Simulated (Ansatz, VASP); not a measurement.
**Two plane-wave programs on HfSnO4**

The input INCAR:

```
PREC = Accurate ; ENCUT = 520
EDIFF = 1E-6 ; ISMEAR = 0
SIGMA = 0.02 ; LREAL = F
LASPH = T ; NELM = 100
ALGO = Normal ; ISIF = 2
LWAVE = F ; LCHARG = F
GGA = PS ; NBANDS = 33
```

KPOINTS

```
Automatic mesh
0
Gamma
  8 8 6
```

Contents of POSCAR:

```
HfSnO4
1.0
    3.5998554917      0.0000000000      0.0000000000
    0.0000000000      3.5998554917      0.0000000000
    0.0000000000      0.0000000000      5.4270476059
Hf Sn O
1 1 4
Direct
    0.0000000000      0.0000000000      0.0000000000
    0.5000000000      0.5000000000      0.5000000000
    0.0000000000      0.5000000000      0.6842662688
    0.5000000000      0.0000000000      0.8217961305
    0.5000000000      0.0000000000      0.3157337312
    0.0000000000      0.5000000000      0.1782038695
```

Input for Ansatz:

```yaml
crystal:
  lattice:
    - [3.5998554917, 0.0, 0.0]
    - [0.0, 3.5998554917, 0.0]
    - [0.0, 0.0, 5.4270476059]
  atoms:
    - { symbol: Hf, position: [0.0, 0.0, 0.0] }
    - { symbol: Sn, position: [0.5, 0.5, 0.5] }
    - { symbol: O, position: [0.0, 0.5, 0.6842662688] }
    - { symbol: O, position: [0.5, 0.0, 0.8217961305] }
    - { symbol: O, position: [0.5, 0.0, 0.3157337312] }
    - { symbol: O, position: [0.0, 0.5, 0.1782038695] }
basis:
  ecutwfc: 420
kpoints:
  mp_grid: { grid: [8, 8, 6] }
  band_path:
    path:
      - [[0.0, 0.0, 0.0], [0.0, 0.5, 0.0], [0.5, 0.5, 0.0], [0.0, 0.0, 0.0], [0.0, 0.0, 0.5], [0.0, 0.5, 0.5], [0.5, 0.5, 0.5], [0.0, 0.0, 0.5]]
      - [[0.0, 0.5, 0.0], [0.0, 0.5, 0.5]]
      - [[0.5, 0.5, 0.0], [0.5, 0.5, 0.5]]
    npoints: 14
hamiltonian:
  xc: pbesol
scf:
  occupations: { method: gaussian, width: 0.02 }
  n_extra_bands: 15
output:
  forces: true
  stress: true
  eigenvalues: true
  populations: true
  dos: { projected: true, de: 0.02, nscf_kmesh: { grid: [12, 12, 9] } }
  bader: true
  write_density: true
  write_potential: true
  elf: true
  volumetric_format: npy
```

Alike in both runs: task single point; functional PBEsol; k mesh 8 × 8 × 6; occupations gaussian, width 0.02 eV; no spin polarisation.

|  | VASP | Ansatz |
| --- | --- | --- |
| version | VASP 6.6.1 | Ansatz 0.2.0 |
| potentials or method | VASP PAW PBE potentials, release 64 (Hf_pv, Sn_d, O), cutoff 520 eV | scalar-relativistic, plane waves, PAW |
| valence electrons in the cell | 48 | 64 |

Ansatz gave:

* gap on the k mesh at the Fermi level (eV): 1.69
* least direct gap on the mesh (eV): 1.80
* pressure (GPa): -6.8
* traceless stress, the component that is largest in VASP (GPa): 0.26
* rms of the force components (eV/Å): 0.028

Problem. What did VASP give for the same quantities?

Solution. gap on the k mesh at the Fermi level (eV): 1.68; least direct gap on the mesh (eV): 1.79; pressure (GPa): -7.9; traceless stress, the component that is largest in VASP (GPa): 0.19; rms of the force components (eV/Å): 0.073.

VASP's potentials were made for PBE, not for PBEsol. Atom by atom the forces differ by 0.054 eV/Å (rms over components). VASP's potentials hold 48 valence electrons a cell and Ansatz's 64, so a difference there can come from the potentials and not from the codes.

Spin-orbit coupling is off throughout.
